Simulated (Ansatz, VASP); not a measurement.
O in VASP and in Ansatz

INCAR

```
ALGO = Normal ; EDIFF = 1E-6
ENCUT = 520 ; GGA = PE
ISIF = 2 ; ISMEAR = -1
LASPH = T ; LCHARG = F
LREAL = F ; LWAVE = F
NBANDS = 13 ; NELM = 60
PREC = Accurate ; SIGMA = 0.05
```

Contents of KPOINTS:

```
k-points
0
Gamma
  10 10 8
```

The input POSCAR:

```
O
1.0
    2.8030646531     -1.6342339543      0.0000000000
    2.8030646531      1.6342339543      0.0000000000
   -2.3538989615      0.0000000000      3.5852238286
O
2
Direct
    0.0254538300      0.0254538300      0.1555740200
    0.9745461700      0.9745461700      0.8444259800
```

Input for Ansatz:

```yaml
crystal:
  lattice:
    - [2.8030646531, -1.6342339543, 0.0]
    - [2.8030646531, 1.6342339543, 0.0]
    - [-2.3538989615, 0.0, 3.5852238286]
  atoms:
    - { symbol: O, position: [0.02545383, 0.02545383, 0.15557402] }
    - { symbol: O, position: [0.97454617, 0.97454617, 0.84442598] }
kpoints:
  mp_grid: { grid: [10, 10, 8] }
scf:
  occupations: { method: fermi_dirac, width: 0.05 }
  lower_state_search: "off"
hamiltonian:
  xc: pbe
  pseudopotentials: { kind: paw }
output:
  forces: true
  stress: true
  eigenvalues: true
```

Change from the starting cell: volume scaled by 0.95, no spin polarisation, PAW files.

Alike in both runs: task single point; functional PBE; k mesh 10 × 10 × 8; occupations fermi-dirac, width 0.05 eV; no spin polarisation.

|  | VASP | Ansatz |
| --- | --- | --- |
| version | VASP 6.6.1 | Ansatz 0.2.0 |
| potentials or method | VASP PAW PBE potentials, release 64 (O) | PAW with Ansatz's default frozen-core files, scalar-relativistic |
| plane-wave cutoff (eV) | 520 | 420 |
| valence electrons in the cell | 12 | 12 |

```csv
,VASP,Ansatz,Ansatz less VASP
pressure (GPa),3.1,0.7,-2.39
"traceless stress, the component that is largest in VASP (GPa)",7.38,3.21,-4.174
rms of the force components (eV/Å),1.472,0.689,-0.7832
```

Atom by atom the forces differ by 0.788 eV/Å (rms over components).

Noted on VASP's run: the standard files for N, O and F lose accuracy on very short bonds; spin is off for a triplet molecule.
